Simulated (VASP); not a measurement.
Here is a VASP 6.6.1 calculation.

INCAR

```
SYSTEM = Ga
PREC = Accurate
ENCUT = 520
EDIFF = 1E-7
ISMEAR = -1
SIGMA = 0.05
LREAL = .FALSE.
LASPH = .TRUE.
NELM = 60
ALGO = Normal
ISIF = 2
LWAVE = .FALSE.
LCHARG = .FALSE.
GGA = PS
NBANDS = 12
```

KPOINTS

```
regular mesh
0
G
  16 16 16
  0 0 0
```

POSCAR

```
Ga
1.0
   -1.2649227771      1.2649227771      1.2649227771
    1.2649227771     -1.2649227771      1.2649227771
    1.2649227771      1.2649227771     -1.2649227771
Ga
1
Direct
    0.0000000000      0.0000000000      0.0000000000
```

Potentials or basis: VASP PAW PBE potentials, release 64 (Ga_d).

Launch:

```console
$ cat potpaw_PBE.64/Ga_d/POTCAR > POTCAR
$ mpirun -np 1 vasp_std > vasp.out
```

(1) Estimate the pressure.

## Answers

(1) 316.8 GPa.

Caveat: the PAW data sets were made with another functional, which shifts forces and pressure a little.
